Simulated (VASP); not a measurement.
Set up this calculation in VASP 6.6.1, as the native input.

| Property | Result |
| --- | --- |
| Task | single point |
| Functional | LDA |
| Potentials or basis | VASP PAW LDA potentials, release 64 (Os) |
| Cutoff | 520 eV |
| k mesh | 17 × 17 × 17 |
| Occupations | fermi-dirac, width 0.05 eV |
| Spin | no spin polarisation |
| Dipole correction | no |
| Further INCAR settings | ALGO = Normal; EDIFF = 1e-06; NBANDS = 10 |

The structure of Os lies in POSCAR:

```
Os
1.0
    2.2131537804      0.0000000000      0.0000000000
    0.0000000000      2.2131537804      0.0000000000
    0.0000000000      0.0000000000      2.2131537804
Os
1
Direct
    0.0000000000      0.0000000000      0.0000000000
```

This cell differs from its parent crystal: volume scaled by 0.68.

These files were run (other wordings do the same):

INCAR

```
PREC = Accurate ; ENCUT = 520
EDIFF = 1E-6 ; ISMEAR = -1
SIGMA = 0.05 ; LREAL = F
LASPH = T ; NELM = 80
ALGO = Normal ; ISIF = 2
LWAVE = F ; LCHARG = F
NBANDS = 10
```

KPOINTS

```
Automatic mesh
0
Gamma
  17 17 17
```

Potentials or basis: VASP PAW LDA potentials, release 64 (Os).

Command:

```sh
$ cat potpaw_LDA.64/Os/POTCAR > POTCAR
$ mpirun -np 1 vasp_std > vasp.out
```

Results of the run:

```yaml
Pressure: 283.8 GPa
Band_gap_on_the_k_mesh: zero (band 4 reaches 20.90 eV, above the bottom of band 5 at 12.00 eV)
```

Caveat: spin-orbit coupling is left out, which moves the levels of the heavy elements.

It took 4.9 s on 1 thread of AMD EPYC 9R45 96-Core Processor (Zen 5) (shared host), peak memory 0.09 GiB.
